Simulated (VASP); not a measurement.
# ZrBr5 (P-62m) in VASP: a series of runs, part 2 of 2

VASP 6.6.1. Earlier steps stand in the parts before.

### Step 3. Single point, PBE

This run uses another cell than the first one, of 41.88 Å³/atom.

Contents of INCAR:

```
PREC     = Accurate       # precision mode
ENCUT    = 520            # plane-wave cutoff, eV
EDIFF    = 1E-6           # SCF threshold, eV
ISMEAR   = 0              # smearing method
SIGMA    = 0.1            # smearing width, eV
LREAL    = False          # projectors in reciprocal space
LASPH    = True           # aspherical terms in the spheres
NELM     = 100            # most SCF steps
ALGO     = Normal         # electronic algorithm
ISIF     = 2              # what is computed and relaxed
LWAVE    = False          # write WAVECAR
LCHARG   = True           # write CHGCAR
GGA      = PE             # functional
LELF     = True           # ELF
LVHAR    = True         
NBANDS   = 32             # bands
```

Contents of KPOINTS:

```
regular mesh
0
Gamma
  3 3 4
```

Contents of POSCAR:

```
ZrBr5
1.0
    6.7910692800      0.0000000000      0.0000000000
   -3.3955346400      5.8812385200      0.0000000000
    0.0000000000      0.0000000000      6.2909665000
Zr Br
1 5
Direct
    0.0000000000      0.0000000000      0.5000000000
    0.0000000000      0.6714212300      0.0000000000
    0.6714212300      0.0000000000      0.0000000000
    0.3285787700      0.3285787700      0.0000000000
    0.6666666700      0.3333333300      0.5000000000
    0.3333333300      0.6666666700      0.5000000000
```

Potentials or basis: VASP PAW PBE potentials, release 64 (Zr_sv, Br).

Started as:

```
$ cat potpaw_PBE.64/Zr_sv/POTCAR potpaw_PBE.64/Br/POTCAR > POTCAR
$ mpirun -np 1 vasp_std > vasp.out
```

OUTCAR:

```text
PREC = Accurate
   ENCUT = 520
   EDIFF = 1E-6
   ISMEAR = 0
   LREAL = False
   LASPH = True
   NELM = 100
   ISIF = 2
   GGA = PE

 ion  position               nearest neighbor table
   1  0.000  0.000  0.500-
   2  0.000  0.671  0.000-
   3  0.671  0.000  0.000-
   4  0.329  0.329  0.000-
   5  0.667  0.333  0.500-
   6  0.333  0.667  0.500-

  LATTYP: Found a hexagonal cell.
 ALAT       =     6.7910692800
 C/A-ratio  =     0.9263587575

  Lattice vectors:

 A1 = (   6.7910692800,   0.0000000000,   0.0000000000)
 A2 = (  -3.3955346400,   5.8812385200,   0.0000000000)
 A3 = (   0.0000000000,   0.0000000000,   6.2909665000)

Analysis of symmetry for initial positions (statically):
=====================================================================
 Subroutine PRICEL returns:
 Original cell was already a primitive cell.

 Routine SETGRP: Setting up the symmetry group for a
 hexagonal supercell.

 Subroutine GETGRP returns: Found 12 space group operations
 (whereof 12 operations were pure point group operations)
 out of a pool of 24 trial point group operations.

The static configuration has the point symmetry D_3h.

Analysis of symmetry for dynamics (positions and initial velocities):
=====================================================================
 Subroutine PRICEL returns:
 Original cell was already a primitive cell.

 Routine SETGRP: Setting up the symmetry group for a
 hexagonal supercell.

 Subroutine GETGRP returns: Found 12 space group operations
 (whereof 12 operations were pure point group operations)
[... 108 lines left out ...]
   EFERMI =   0.00;   METHOD = LEGACY
   ISMEAR =     0;   SIGMA  =   0.10  broadening in eV -4-tet -1-fermi 0-gaus
   EFERMI_NEDOS =   21; number of points for ismear=-14 and -15
   IALGO  =     38    algorithm
   IMIX   =      4    mixing-type and parameters
     AMIX     =   0.40;   BMIX     =  1.00
     AMIX_MAG =   1.60;   BMIX_MAG =  1.00
  volume/ion in A,a.u.               =      41.88       282.60
  Fermi-wavevector in a.u.,A,eV,Ry     =   0.936266  1.769287 11.926791  0.876594
  Thomas-Fermi vector in A             =   2.063258
   LORBIT       =      0    0 simple, 1 ext, 2 COOP (PROOUT), +10 PAW based schemes
   GGA     = PE    functional components
   LHFCALC =     F    Hartree Fock is set to
   AEXX    =    0.0000 exact exchange contribution
   IVDW    =     0    specifies the selected vdW correction
   LEPSILON=     F    determine dielectric tensor
   LRPA    =     F    only Hartree local field effects (RPA)
 non-spin polarized calculation
 Gauss-broadening in eV      SIGMA  =   0.10
  energy-cutoff  :      520.00
  volume of cell :      251.26
 maximum number of plane-waves:      6791
 NGX is ok and might be reduce to    50
   NGX = 25   NGY = 25   NGZ = 23

 number of electron      47.0000002 magnetization

 Free energy of the ion-electron system (eV)
  ---------------------------------------------------
  ext. energy  EPLUGINS =         0.00000000
  ---------------------------------------------------
  free energy    TOTEN  =       -13.50643618 eV

  energy without entropy =      -13.44568284  energy(sigma->0) =      -13.47605951

 E-fermi :  -0.7910     XC(G=0):  -7.4739

 val. band max:       -0.8128730632   @ k =   0.0000   0.0000   0.0000
 cond. band min:      -0.7613362271   @ k =   0.0000   0.0000   0.5000
 fundamental gap:      0.0515368361
 Fermi energy:        -0.7910099486

 k-point     1 :       0.0000    0.0000    0.0000
  band No.  band energies     occupation
      1     -52.5484      2.00000
      2     -30.4185      2.00000
      3     -30.4185      2.00000
      4     -30.3259      2.00000
      5     -14.1610      2.00000
      6     -13.7996      2.00000
[... 304 lines left out ...]
     31       4.5389      0.00000
     32       4.9681      0.00000

------------------------ aborting loop because EDIFF is reached ----------------------------------------

  FORCE on cell =-STRESS in cart. coord.  units (eV):
  Direction    XX          YY          ZZ          XY          YZ          ZX
  --------------------------------------------------------------------------------------
  -------------------------------------------------------------------------------------
  Total      -10.8682445    -10.8682446    -12.6784994      0.0000000      0.0000000      0.0000000
  in kB      -69.3019824    -69.3019825    -80.8451756      0.0000000      0.0000000      0.0000000
  external PRESSURE =     -73.1497135 kB  Pullay stress =       0.0000000 kB

 VOLUME and BASIS-vectors are now :
 -----------------------------------------------------------------------------
  energy-cutoff  :      520.00
  volume of cell :      251.26
      direct lattice vectors                 reciprocal lattice vectors
     6.791069280  0.000000000  0.000000000     0.147252216  0.085016106  0.000000000
    -3.395534640  5.881238520  0.000000000     0.000000000  0.170032213  0.000000000
     0.000000000  0.000000000  6.290966500     0.000000000  0.000000000  0.158958087

 POSITION                                       TOTAL-FORCE (eV/Angst)
 -----------------------------------------------------------------------------------
      0.00000      0.00000      3.14548         0.000000     -0.000000      0.000000
     -2.27983      3.94879      0.00000        -0.431696      0.747719      0.000000
      4.55967      0.00000      0.00000         0.863392     -0.000000      0.000000
      1.11570      1.93245      0.00000        -0.431696     -0.747719     -0.000000
      3.39553      1.96041      3.14548         0.000000     -0.000000      0.000000
     -0.00000      3.92083      3.14548         0.000000     -0.000000      0.000000
 -----------------------------------------------------------------------------------
    total drift:                                0.000000      0.000000     -0.000000

  FREE ENERGIE OF THE ION-ELECTRON SYSTEM (eV)
  ---------------------------------------------------
  free  energy   TOTEN  =       -13.5064361768 eV

  energy  without entropy=      -13.4456828378  energy(sigma->0) =      -13.47605951
```

OSZICAR:

```text
N       E                     dE             d eps       ncg     rms          rms(c)
DAV:   1     0.363470933466E+03    0.36347E+03   -0.19344E+04   576   0.121E+03
DAV:   2     0.130630643209E+02   -0.35041E+03   -0.34030E+03   768   0.254E+02
DAV:   3    -0.218222083948E+02   -0.34885E+02   -0.34519E+02   848   0.813E+01
[... 14 lines left out ...]
DAV:  18    -0.135089603175E+02    0.81097E-03   -0.17044E-04   744   0.626E-02    0.377E-01
DAV:  19    -0.135065150484E+02    0.24453E-02   -0.34979E-04   688   0.135E-01    0.720E-02
DAV:  20    -0.135064566148E+02    0.58434E-04   -0.81695E-05   720   0.397E-02    0.360E-02
DAV:  21    -0.135064359685E+02    0.20646E-04   -0.96796E-06   792   0.180E-02    0.110E-02
DAV:  22    -0.135064361768E+02   -0.20836E-06   -0.32132E-06   632   0.102E-02
   1 F= -.13506436E+02 E0= -.13476060E+02  d E =-.607533E-01
```

Wall time 73 s (1 thread of Intel Xeon 6975P-C (Granite Rapids), shared host); peak memory 0.38 GiB.

Results:

```yaml
Free_energy: -13.5064 eV
Pressure: -7.3 GPa
Largest_force: 0.863 eV/Å
Band_gap_on_the_k_mesh: zero (an odd number of electrons rules out a gap without spin polarisation)
```

Forces in eV/Å, atoms in the order of the input:
```
Zr   0.000  0.000  0.000
Br  -0.432  0.748  0.000
Br   0.863  0.000  0.000
Br  -0.432 -0.748  0.000
Br   0.000  0.000  0.000
Br   0.000  0.000  0.000
```

Levels at points of the mesh, in eV from the Fermi level:
```csv
k point,band 22,band 23,band 24,band 25,band 26,band 27
"(0.00, 0.00, 0.00)",-0.02,0.09,0.09,0.29,0.49,0.49
"(0.00, 0.00, 0.50)",0.03,0.04,0.04,0.20,0.37,0.37
```

Caveat: the cell stands under tension; an odd number of electrons without spin polarisation forces a metal; a magnetic or distorted state may lie lower.

### Step 4. Single point, PBE

This run uses another cell than the first one, of 38.63 Å³/atom.

Contents of INCAR:

```
SYSTEM = ZrBr5
ALGO     = Normal         ! electronic algorithm
EDIFF    = 1E-6           ! SCF threshold, eV
ENCUT    = 520            ! plane-wave cutoff, eV
GGA      = PE             ! functional
ISIF     = 2              ! what is computed and relaxed
ISMEAR   = 0              ! smearing method
LASPH    = .True.         ! aspherical terms in the spheres
LCHARG   = .False.        ! write CHGCAR
LREAL    = .False.        ! projectors in reciprocal space
LWAVE    = .False.        ! write WAVECAR
NBANDS   = 32             ! bands
NELM     = 80             ! most SCF steps
PREC     = Accurate       ! precision mode
SIGMA    = 0.1            ! smearing width, eV
```

Contents of KPOINTS:

```
k-points
0
Gamma
  3 3 6
  0 0 0
```

Contents of POSCAR:

```
ZrBr5
1.0
    9.0045110923      0.0000000000      0.0000000000
   -4.5022555461      7.7981353546      0.0000000000
    0.0000000000      0.0000000000      3.3012510397
Zr Br
1 5
Direct
    0.0000000000      0.0000000000      0.5000000000
    0.0000000000      0.7697764108      0.0000000000
    0.7697764108      0.0000000000      0.0000000000
    0.2302235892      0.2302235892      0.0000000000
    0.6666666667      0.3333333333      0.5000000000
    0.3333333333      0.6666666667      0.5000000000
```

Started as:

```
$ cat potpaw_PBE.64/Zr_sv/POTCAR potpaw_PBE.64/Br/POTCAR > POTCAR
$ mpirun -np 1 vasp_std > vasp.out
```

Wall time 59 s (1 thread of Intel Xeon 6975P-C (Granite Rapids), shared host); peak memory 0.38 GiB.

Results (log left out):

```yaml
Free_energy: -21.5798 eV
Pressure: 0.0 GPa
Largest_force: 0.022 eV/Å
Band_gap_on_the_k_mesh: zero (an odd number of electrons rules out a gap without spin polarisation)
```

Forces in eV/Å, atoms in the order of the input:
```
Zr   0.000  0.000  0.000
Br   0.011 -0.019  0.000
Br  -0.022  0.000  0.000
Br   0.011  0.019  0.000
Br   0.000  0.000  0.000
Br   0.000  0.000  0.000
```

Stress tensor (GPa, compression positive):
```
 0.05  0.00  0.00
 0.00  0.05  0.00
 0.00  0.00 -0.05
```

Levels at points of the mesh, in eV from the Fermi level:
```tsv
k point	band 22	band 23	band 24	band 25	band 26	band 27
(0.00, 0.00, 0.00)	-0.69	-0.20	1.05	1.05	2.17	2.17
(0.00, 0.00, 0.50)	-0.24	-0.13	-0.13	1.53	1.53	3.32
```

Caveat: an odd number of electrons without spin polarisation forces a metal; a magnetic or distorted state may lie lower.

### Step 5. Relaxation of cell and atoms, PBE

This run uses another cell than the first one, of 41.88 Å³/atom.

Contents of INCAR:

```
ALGO = Normal
EDIFF = 1E-6
EDIFFG = -0.04
ENCUT = 600
GGA = PE
IBRION = 2
ISIF = 3
ISMEAR = 0
LASPH = T
LCHARG = F
LREAL = F
LWAVE = F
NELM = 80
NSW = 90
PREC = Accurate
SIGMA = 0.1
```

Contents of KPOINTS:

```
k-points
0
Gamma
  3 3 4
```

Contents of POSCAR:

```
ZrBr5
1.0
    6.7910692800      0.0000000000      0.0000000000
   -3.3955346400      5.8812385200      0.0000000000
    0.0000000000      0.0000000000      6.2909665000
Zr Br
1 5
Direct
    0.0000000000      0.0000000000      0.5000000000
    0.0000000000      0.6714212300      0.0000000000
    0.6714212300      0.0000000000      0.0000000000
    0.3285787700      0.3285787700      0.0000000000
    0.6666666700      0.3333333300      0.5000000000
    0.3333333300      0.6666666700      0.5000000000
```

Started as:

```
$ cat potpaw_PBE.64/Zr_sv/POTCAR potpaw_PBE.64/Br/POTCAR > POTCAR
$ mpirun -np 1 vasp_std > vasp.out
```

Wall time 35 min (1 thread of Intel Xeon 6975P-C (Granite Rapids), shared host); peak memory 0.45 GiB.

Results (log left out):

```yaml
Free_energy: -21.7867 eV
Relaxed_volume: 38.49 Å³/atom
Relaxed_cell: a = 9.014 Å, b = 9.014 Å, c = 3.282 Å, α = 90.00°, β = 90.00°, γ = 120.00°
Space_group_after_relaxing_to_0.1_Å: P-62m (No. 189)
Pressure_after_relaxing: 0.0 GPa
Largest_force_after_relaxing: 0.011 eV/Å
Band_gap_on_the_k_mesh: zero (an odd number of electrons rules out a gap without spin polarisation)
```

Forces in eV/Å, atoms in the order of the input:
```
Zr   0.000  0.000  0.000
Br  -0.005  0.009  0.000
Br   0.011  0.000  0.000
Br  -0.005 -0.009  0.000
Br   0.000  0.000  0.000
Br   0.000  0.000  0.000
```

Stress tensor (GPa, compression positive):
```
-0.04  0.00  0.00
 0.00 -0.04  0.00
 0.00  0.00  0.11
```

Final structure:
```
Zr Br
1.0
     9.01357    0.00000    0.00000
    -4.50678    7.80598    0.00000
     0.00000    0.00000    3.28232
Zr Br
1 5
Direct
  0.00000 0.00000 0.50000
  0.00000 0.76955 0.00000
  0.76955 0.00000 0.00000
  0.23045 0.23045 0.00000
  0.66667 0.33333 0.50000
  0.33333 0.66667 0.50000
```

Levels at points of the mesh, in eV from the Fermi level:
```
           k point  band 20  band 21  band 22  band 23  band 24  band 25  band 26  band 27  band 28
(0.00, 0.00, 0.00)    -0.70    -0.60    -0.60    -0.08     1.36     1.37     2.34     2.34     3.46
(0.00, 0.00, 0.50)    -1.34    -0.15    -0.15    -0.03    -0.03     1.68     1.68     3.52     3.90
```

Caveat: a cell axis changed by over 15 % at a fixed basis, so the end point is rough; an odd number of electrons without spin polarisation forces a metal; a magnetic or distorted state may lie lower.

### Step 6. Summary

| task | cell | k mesh | cutoff (eV) | gap on the mesh (eV) | pressure (GPa) | largest force (eV/Å) |
| --- | --- | --- | --- | --- | --- | --- |
| single point | a = 9.001, b = 9.001, c = 3.286 Å, angles 90.0, 90.0, 120.0°, 6 atoms, atomic positions A | 3 × 3 × 4 | 520 | none | 0.1 | 0.03 |
| single point | a = 6.791, b = 6.791, c = 6.291 Å, angles 90.0, 90.0, 120.0°, 6 atoms, atomic positions B | 3 × 3 × 4 | 520 | none | -7.3 | 0.86 |
| single point | a = 9.005, b = 9.005, c = 3.301 Å, angles 90.0, 90.0, 120.0°, 6 atoms, atomic positions A | 3 × 3 × 6 | 520 | none | 0.0 | 0.02 |
| relaxation of cell and atoms | relaxed from a = 6.791, b = 6.791, c = 6.291 Å, angles 90.0, 90.0, 120.0°, 6 atoms, atomic positions B | 3 × 3 × 4 | 600 | none | 0.0 | 0.01 |

Alike in all rows: level PBE; potentials or basis VASP PAW PBE potentials, release 64 (Zr_sv, Br); no spin polarisation; smearing gaussian 0.1 eV.

Caveats: some runs use coarse meshes; an odd number of electrons without spin polarisation forces a metal; a magnetic or distorted state may lie lower; the cell stands under tension (at least some runs); a cell axis changed by over 15 % at a fixed basis, so the end point is rough (at least some runs).

Total energies depend on the potentials used, so only differences within one code and one set of settings carry meaning.

The gap in the log of VASP goes by the Fermi energy; the results here count the filled bands.